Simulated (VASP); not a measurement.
Input of a VASP 6.6.1 run:

File INCAR:

```
PREC = Accurate
ENCUT = 520
EDIFF = 1E-6
ISMEAR = 0
SIGMA = 0.1
LREAL = F
LASPH = T
NELM = 80
ALGO = Normal
ISIF = 2
LWAVE = F
LCHARG = T
GGA = PE
LELF = T
LVHAR = T
NBANDS = 51
```

File KPOINTS:

```
regular mesh
0
Gamma
  6 6 2
```

File POSCAR:

```
W
1.0
    2.9645380537      0.0000000000      0.0000000000
   -1.4822690269      2.5673652650      0.0000000000
    0.0000000000      0.0000000000     13.0328999261
W
6
Direct
    0.0000000000      0.0000000000      0.7500000000
    0.3333333333      0.6666666667      0.9178541067
    0.6666666667      0.3333333333      0.0821458933
    0.0000000000      0.0000000000      0.2500000000
    0.6666666667      0.3333333333      0.4178541067
    0.3333333333      0.6666666667      0.5821458933
```

Potentials or basis: VASP PAW PBE potentials, release 64 (W_sv).

Run with:

```bash
$ cat potpaw_PBE.64/W_sv/POTCAR > POTCAR
$ mpirun -np 1 vasp_std > vasp.out
```

Question: Estimate the band gap on the k mesh.

Answer: Zero (bands 42 and 43 overlap by 0.89 eV).

Question: What does it give for the pressure?

Answer: 0.5 GPa.

Stress tensor (GPa, compression positive):
```
0.53 0.00 0.00
0.00 0.53 0.00
0.00 0.00 0.34
```

Caveat: the k points lie up to 0.41 Å⁻¹ apart, too coarse for converged energies and pressures of a metal; spin-orbit coupling is left out, which moves the levels of the heavy elements.
